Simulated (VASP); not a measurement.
# PbS (Cmcm) in VASP: further runs

The runs below take PbS through single point, with PBEsol.

All numbers are computed with VASP 6.6.1; they aren't measurements. Logs are shortened: lines on timing, memory, paths and dates and some standing lists are left out, and cuts for length are marked.

## Step 1: The cell of the first run

The structure is orthorhombic, space group Cmcm (No. 63). The conventional cell has a = 4.233 Å, b = 12.192 Å, c = 4.354 Å, α = 90.00°, β = 90.00°, γ = 90.00°. Pb (site symmetry m2m) has 5 S at 2.73 to 3.04 Å within 3.6 Å. Within 3.6 Å of S (site symmetry m2m) lie 5 Pb at 2.73 to 3.04 Å.

## Step 2: Single point, PBEsol

The input, INCAR:

```
ALGO     = Normal         # electronic algorithm
EDIFF    = 1E-7           # SCF threshold, eV
ENCUT    = 520            # plane-wave cutoff, eV
GGA      = PS             # functional
ISIF     = 2              # what is computed and relaxed
ISMEAR   = 0              # smearing method
LASPH    = T              # aspherical terms in the spheres
LCHARG   = F              # write CHGCAR
LREAL    = F              # projectors in reciprocal space
LWAVE    = F              # write WAVECAR
NBANDS   = 28             # bands
NELM     = 60             # most SCF steps
PREC     = Accurate       # precision mode
SIGMA    = 0.01           # smearing width, eV
```

The input, KPOINTS:

```
k-points
0
Gamma
  6 6 6
```

The input, POSCAR:

```
PbS
1.0
    2.1162910700     -6.0959694436      0.0000000000
    2.1162910700      6.0959694436      0.0000000000
    0.0000000000      0.0000000000      4.3540839820
Pb S
2 2
Direct
    0.8694366500      0.1305633500      0.7500000000
    0.1305633500      0.8694366500      0.2500000000
    0.6452029100      0.3547970900      0.7500000000
    0.3547970900      0.6452029100      0.2500000000
```

Potentials or basis: VASP PAW PBE potentials, release 64 (Pb_d, S).

Run with:

```bash
$ cat potpaw_PBE.64/Pb_d/POTCAR potpaw_PBE.64/S/POTCAR > POTCAR
$ mpirun -np 1 vasp_std > vasp.out
```

OUTCAR:

```text
EDIFF = 1E-7
   ENCUT = 520
   GGA = PS
   ISIF = 2
   ISMEAR = 0
   LASPH = T
   LREAL = F
   NELM = 60
   PREC = Accurate

 ion  position               nearest neighbor table
   1  0.869  0.131  0.750-   3 2.73   4 3.04   4 3.04   4 3.04   4 3.04   2 3.86   2 3.86
   2  0.131  0.869  0.250-   4 2.73   3 3.04   3 3.04   3 3.04   3 3.04   1 3.86   1 3.86
   3  0.645  0.355  0.750-   1 2.73   2 3.04   2 3.04   2 3.04   2 3.04
   4  0.355  0.645  0.250-   2 2.73   1 3.04   1 3.04   1 3.04   1 3.04

  LATTYP: Found a base centered orthorhombic cell.
 ALAT       =     4.2325821400
 B/A-ratio  =     2.8804967001
 C/A-ratio  =     1.0287063164

  Lattice vectors:

 A1 = (   2.1162910700,  -6.0959694436,   0.0000000000)
 A2 = (   2.1162910700,   6.0959694436,   0.0000000000)
 A3 = (   0.0000000000,   0.0000000000,   4.3540839820)

Analysis of symmetry for initial positions (statically):
=====================================================================
 Subroutine PRICEL returns:
 Original cell was already a primitive cell.

 Routine SETGRP: Setting up the symmetry group for a
 base centered orthorhombic supercell.

 Subroutine GETGRP returns: Found  8 space group operations
 (whereof  4 operations were pure point group operations)
 out of a pool of  8 trial point group operations.

The static configuration has the point symmetry C_2h.
 The point group associated with its full space group is D_2h.

Analysis of symmetry for dynamics (positions and initial velocities):
=====================================================================
 Subroutine PRICEL returns:
 Original cell was already a primitive cell.

 Routine SETGRP: Setting up the symmetry group for a
 base centered orthorhombic supercell.

 Subroutine GETGRP returns: Found  8 space group operations
 (whereof  4 operations were pure point group operations)
 out of a pool of  8 trial point group operations.

The dynamic configuration has the point symmetry C_2h.
 The point group associated with its full space group is D_2h.

 Subroutine INISYM returns: Found  8 space group operations
 (whereof  4 operations are pure point group operations),
 and found     1 'primitive' translations

----------------------------------------------------------------------------------------

                                     Primitive cell

  volume of cell :     112.3427

  direct lattice vectors                    reciprocal lattice vectors
     2.116291070 -6.095969444  0.000000000     0.236262397 -0.082021409  0.000000000
     2.116291070  6.095969444  0.000000000     0.236262397  0.082021409  0.000000000
     0.000000000  0.000000000  4.354083982     0.000000000  0.000000000  0.229669433

  length of vectors
     6.452870009  6.452870009  4.354083982     0.250094845  0.250094845  0.229669433

  position of ions in fractional coordinates (direct lattice)
     0.869436650  0.130563350  0.750000000
     0.130563350  0.869436650  0.250000000
     0.645202910  0.354797090  0.750000000
     0.354797090  0.645202910  0.250000000

  ion indices of the primitive-cell ions
   primitive index   ion index
                 1           1
                 2           2
                 3           3
                 4           4

----------------------------------------------------------------------------------------

 KPOINTS: k-points

Automatic generation of k-mesh.
 Grid dimensions read from file:
 generate k-points for:    6    6    6

 Generating k-lattice:

  Cartesian coordinates                     Fractional coordinates (reciprocal lattice)
     0.039377066 -0.013670235  0.000000000     0.166666667  0.000000000  0.000000000
     0.039377066  0.013670235  0.000000000     0.000000000  0.166666667  0.000000000
     0.000000000  0.000000000  0.038278239     0.000000000  0.000000000  0.166666667

  Length of vectors
     0.041682474  0.041682474  0.038278239

  Shift w.r.t. Gamma in fractional coordinates (k-lattice)
     0.000000000  0.000000000  0.000000000

 Subroutine IBZKPT returns following result:
 ===========================================

 Found     52 irreducible k-points:

 Following reciprocal coordinates:
            Coordinates               Weight
  0.000000  0.000000  0.000000      1.000000
  0.166667 -0.000000  0.000000      4.000000
  0.333333 -0.000000  0.000000      4.000000
  0.500000 -0.000000  0.000000      2.000000
  0.166667  0.166667  0.000000      2.000000
  0.333333  0.166667  0.000000      4.000000
[... 16 lines left out ...]
  0.333333  0.333333  0.166667      4.000000
  0.500000  0.333333  0.166667      8.000000
 [... further k-points ...]
   k-points           NKPTS =     52   k-points in BZ     NKDIM =     52   number of bands    NBANDS=     28
   number of dos      NEDOS =    301   number of ions     NIONS =      4
   total plane-waves  NPLWV =  73728
   dimension x,y,z NGX =    48 NGY =   48 NGZ =   32
   dimension x,y,z NGXF=    96 NGYF=   96 NGZF=   64
   ions per type =               2   2
   NGX,Y,Z   is equivalent  to a cutoff of  12.37, 12.37, 12.22 a.u.
   NGXF,Y,Z  is equivalent  to a cutoff of  24.73, 24.73, 24.44 a.u.
 SYSTEM =  unknown system
   PREC   = accura    normal or accurate (medium, high low for compatibility)
   ISTART =      0    job   : 0-new  1-cont  2-samecut
   ICHARG =      2    charge: 1-file 2-atom 10-const
   ISPIN  =      1    spin polarized calculation?
   LNONCOLLINEAR =      F non collinear calculations
   LSORBIT =      F    spin-orbit coupling
   LASPH  =      T    aspherical Exc in radial PAW
   ENCUT  =  520.0 eV  38.22 Ry    6.18 a.u.  12.00 12.00  8.10*2*pi/ulx,y,z
   NELM   =     60;   NELMIN=  2; NELMDL= -5     # of ELM steps
   EDIFF  = 0.1E-06   stopping-criterion for ELM
   LREAL  =      F    real-space projection
   EDIFFG = 0.1E-05   stopping-criterion for IOM
   NSW    =      0    number of steps for IOM
   IBRION =     -1    ionic relax: 0-MD 1-quasi-New 2-CG
   NFREE  =      0    steps in history (QN), initial steepest desc. (CG)
   ISIF   =      2    stress and relaxation
   ISYM   =      2    0-nonsym 1-usesym 2-fastsym
   POTIM  = 0.5000    time-step for ionic-motion
   TEBEG  =    0.0;   TEEND  =   0.0 temperature during run
   PSTRESS=    0.0 pullay stress
   NELECT =      40.0000    total number of electrons
   NUPDOWN=      -1.0000    fix difference up-down
   EMIN   =  10.00;   EMAX   =-10.00  energy-range for DOS
   EFERMI =   0.00;   METHOD = LEGACY
   ISMEAR =     0;   SIGMA  =   0.01  broadening in eV -4-tet -1-fermi 0-gaus
   EFERMI_NEDOS =   21; number of points for ismear=-14 and -15
   IALGO  =     38    algorithm
   IMIX   =      4    mixing-type and parameters
     AMIX     =   0.40;   BMIX     =  1.00
     AMIX_MAG =   1.60;   BMIX_MAG =  1.00
  volume/ion in A,a.u.               =      28.09       189.53
  Fermi-wavevector in a.u.,A,eV,Ry     =   1.160325  2.192697 18.318275  1.346355
  Thomas-Fermi vector in A             =   2.296909
   LORBIT       =      0    0 simple, 1 ext, 2 COOP (PROOUT), +10 PAW based schemes
   GGA     = PS    functional components
   LHFCALC =     F    Hartree Fock is set to
   AEXX    =    0.0000 exact exchange contribution
   IVDW    =     0    specifies the selected vdW correction
   LEPSILON=     F    determine dielectric tensor
   LRPA    =     F    only Hartree local field effects (RPA)
 non-spin polarized calculation
 Gauss-broadening in eV      SIGMA  =   0.01
  energy-cutoff  :      520.00
  volume of cell :      112.34
 maximum number of plane-waves:      3050
   NGX = 23   NGY = 23   NGZ = 17

 number of electron      39.9999999 magnetization

 Free energy of the ion-electron system (eV)
  ---------------------------------------------------
  ext. energy  EPLUGINS =         0.00000000
  ---------------------------------------------------
  free energy    TOTEN  =       -18.64005687 eV

  energy without entropy =      -18.64005687  energy(sigma->0) =      -18.64005687

 E-fermi :   4.2124     XC(G=0):  -9.5397

 val. band max:        4.1391236265   @ k =   0.5000   0.5000   0.3333
 cond. band min:       5.3693778387   @ k =   0.5000   0.5000   0.0000
 fundamental gap:      1.2302542123
 Fermi energy:         4.2123627923

 k-point     1 :       0.0000    0.0000    0.0000
  band No.  band energies     occupation
      1     -12.0467      2.00000
      2     -11.9770      2.00000
      3     -11.9711      2.00000
      4     -11.9669      2.00000
      5     -11.9359      2.00000
      6     -11.9345      2.00000
[... 20 lines left out ...]
     27      10.0544      0.00000
     28      11.1056      0.00000

 k-point     2 :       0.1667   -0.0000    0.0000
  band No.  band energies     occupation
      1     -12.0345      2.00000
      2     -11.9708      2.00000
      3     -11.9653      2.00000
      4     -11.9586      2.00000
      5     -11.9413      2.00000
      6     -11.9386      2.00000
[... 20 lines left out ...]
     27      10.4848      0.00000
     28      11.6621      0.00000

 k-point     3 :       0.3333   -0.0000    0.0000
  band No.  band energies     occupation
      1     -12.0068      2.00000
      2     -11.9649      2.00000
      3     -11.9631      2.00000
      4     -11.9553      2.00000
      5     -11.9429      2.00000
      6     -11.9422      2.00000
[... 20 lines left out ...]
     27      11.9747      0.00000
     28      12.1145      0.00000

 k-point     4 :       0.5000   -0.0000    0.0000
  band No.  band energies     occupation
      1     -11.9833      2.00000
      2     -11.9740      2.00000
      3     -11.9661      2.00000
      4     -11.9630      2.00000
      5     -11.9432      2.00000
      6     -11.9407      2.00000
[... 20 lines left out ...]
     27      12.0172      0.00000
     28      13.3361      0.00000

 k-point     5 :       0.1667    0.1667    0.0000
  band No.  band energies     occupation
      1     -12.0086      2.00000
      2     -11.9687      2.00000
      3     -11.9600      2.00000
      4     -11.9507      2.00000
      5     -11.9421      2.00000
      6     -11.9412      2.00000
[... 20 lines left out ...]
     27      11.9191      0.00000
     28      12.1481      0.00000

 k-point     6 :       0.3333    0.1667    0.0000
  band No.  band energies     occupation
      1     -11.9834      2.00000
      2     -11.9741      2.00000
      3     -11.9707      2.00000
      4     -11.9561      2.00000
      5     -11.9442      2.00000
      6     -11.9351      2.00000
[... 463 lines left out ...]
      5     -11.9471      2.00000
      6     -11.9380      2.00000
[... 20 lines left out ...]
     27      11.3558      0.00000
     28      12.0940      0.00000

 k-point    22 :      -0.1667    0.1667    0.1667
  band No.  band energies     occupation
      1     -12.0339      2.00000
      2     -11.9763      2.00000
      3     -11.9686      2.00000
      4     -11.9531      2.00000
      5     -11.9458      2.00000
      6     -11.9354      2.00000
[... 20 lines left out ...]
     27      10.1630      0.00000
     28      11.6803      0.00000

 k-point    23 :       0.3333    0.3333    0.1667
  band No.  band energies     occupation
      1     -12.0092      2.00000
      2     -11.9794      2.00000
      3     -11.9633      2.00000
      4     -11.9496      2.00000
      5     -11.9406      2.00000
      6     -11.9400      2.00000
[... 20 lines left out ...]
     27      11.1717      0.00000
     28      12.1275      0.00000

 k-point    24 :       0.5000    0.3333    0.1667
  band No.  band energies     occupation
      1     -12.0266      2.00000
      2     -11.9636      2.00000
      3     -11.9566      2.00000
      4     -11.9558      2.00000
      5     -11.9473      2.00000
      6     -11.9369      2.00000
[... 20 lines left out ...]
     27      11.2720      0.00000
     28      11.8214      0.00000

 [... further k-points ...]

------------------------ aborting loop because EDIFF is reached ----------------------------------------

  FORCE on cell =-STRESS in cart. coord.  units (eV):
  Direction    XX          YY          ZZ          XY          YZ          ZX
  --------------------------------------------------------------------------------------
  -------------------------------------------------------------------------------------
  Total       -3.0497592     -2.6572130     -3.1332820      0.0000000      0.0000000      0.0000000
  in kB      -43.4941801    -37.8958782    -44.6853424      0.0000000      0.0000000      0.0000000
  external PRESSURE =     -42.0251336 kB  Pullay stress =       0.0000000 kB

 VOLUME and BASIS-vectors are now :
 -----------------------------------------------------------------------------
  energy-cutoff  :      520.00
  volume of cell :      112.34
      direct lattice vectors                 reciprocal lattice vectors
     2.116291070 -6.095969444  0.000000000     0.236262397 -0.082021409  0.000000000
     2.116291070  6.095969444  0.000000000     0.236262397  0.082021409  0.000000000
     0.000000000  0.000000000  4.354083982     0.000000000  0.000000000  0.229669433

 POSITION                                       TOTAL-FORCE (eV/Angst)
 -----------------------------------------------------------------------------------
      2.11629     -4.50415      3.26556         0.000000      0.330718     -0.000000
      2.11629      4.50415      1.08852         0.000000     -0.330718     -0.000000
      2.11629     -1.77031      3.26556         0.000000     -0.162214      0.000000
      2.11629      1.77031      1.08852         0.000000      0.162214      0.000000
 -----------------------------------------------------------------------------------
    total drift:                               -0.000000     -0.000000      0.000000

  FREE ENERGIE OF THE ION-ELECTRON SYSTEM (eV)
  ---------------------------------------------------
  free  energy   TOTEN  =       -18.6400568721 eV

  energy  without entropy=      -18.6400568721  energy(sigma->0) =      -18.64005687
```

It took 1.7 min on 1 thread of AMD EPYC 9R45 (Zen 5), shared host; peak memory 0.29 GiB.

What came out:

```yaml
Free_energy: -18.6401 eV
Pressure: -4.2 GPa
Largest_force: 0.331 eV/Å
Band_gap_on_the_k_mesh: 1.23 eV (least direct gap 1.39 eV)
```

Forces in eV/Å, atoms in the order of the input:
```
Pb   0.000  0.331  0.000
Pb   0.000 -0.331  0.000
S    0.000 -0.162  0.000
S    0.000  0.162  0.000
```

Stress tensor (GPa, compression positive):
```
-4.35  0.00  0.00
 0.00 -3.79  0.00
 0.00  0.00 -4.47
```

Caveat: the cell stands under tension; the PAW data sets were made with another functional, which shifts forces and pressure a little; spin-orbit coupling is left out, which moves the levels of the heavy elements. A k mesh can miss the band edges.

## Step 3: Single point, PBEsol

This run uses another cell than the first one, of 28.80 Å³/atom.

The input, INCAR:

```
SYSTEM = PbS
PREC = Accurate
ENCUT = 520
EDIFF = 1E-6
ISMEAR = 0
SIGMA = 0.01
LREAL = .False.
LASPH = .True.
NELM = 100
ALGO = Normal
ISIF = 2
LWAVE = .False.
LCHARG = .True.
GGA = PS
LELF = .True.
LVHAR = .True.
NBANDS = 28
```

The input, KPOINTS:

```
Automatic mesh
0
Gamma
  6 6 6
  0 0 0
```

The input, POSCAR:

```
PbS
1.0
    2.1340014421     -6.1469841120      0.0000000000
    2.1340014421      6.1469841120      0.0000000000
    0.0000000000      0.0000000000      4.3905215253
Pb S
2 2
Direct
    0.8694366500      0.1305633500      0.7500000000
    0.1305633500      0.8694366500      0.2500000000
    0.6452029100      0.3547970900      0.7500000000
    0.3547970900      0.6452029100      0.2500000000
```

Potentials or basis: VASP PAW PBE potentials, release 64 (Pb_d, S).

Run with:

```bash
$ cat potpaw_PBE.64/Pb_d/POTCAR potpaw_PBE.64/S/POTCAR > POTCAR
$ mpirun -np 1 vasp_std > vasp.out
```

Wall time 1.8 min (1 thread of AMD EPYC 9R45 (Zen 5), shared host); peak memory 0.31 GiB.

It converged, with:

```yaml
Free_energy: -18.5583 eV
Pressure: -5.1 GPa
Largest_force: 0.457 eV/Å
Band_gap_on_the_k_mesh: 1.27 eV (least direct gap 1.41 eV)
```

Forces on the atoms (eV/Å):
```
Pb   0.000  0.457  0.000
Pb   0.000 -0.457  0.000
S    0.000 -0.241  0.000
S    0.000  0.241  0.000
```

Stress tensor (GPa, compression positive):
```
-5.28  0.00  0.00
 0.00 -4.70  0.00
 0.00  0.00 -5.38
```

Levels at points of the mesh, in eV from the valence-band top:
```
           k point  band 18  band 19  band 20  band 21  band 22  band 23
(0.00, 0.00, 0.00)    -1.28    -1.12    -0.28     4.49     4.74     4.85
(0.50, 0.00, 0.00)    -0.85    -0.31    -0.22     1.77     1.93     2.31
(0.50, 0.50, 0.00)    -1.48    -0.96    -0.28     1.27     4.34     4.82
(0.00, 0.00, 0.50)    -0.80    -0.04    -0.04     1.86     1.86     2.85
(0.50, 0.00, 0.50)    -2.63    -1.15    -1.15     3.41     3.41     5.07
(0.50, 0.50, 0.50)    -0.89    -0.34    -0.34     1.59     1.59     3.21
```

Caveat: the cell stands under tension; the PAW data sets were made with another functional, which shifts forces and pressure a little; spin-orbit coupling is left out, which moves the levels of the heavy elements.
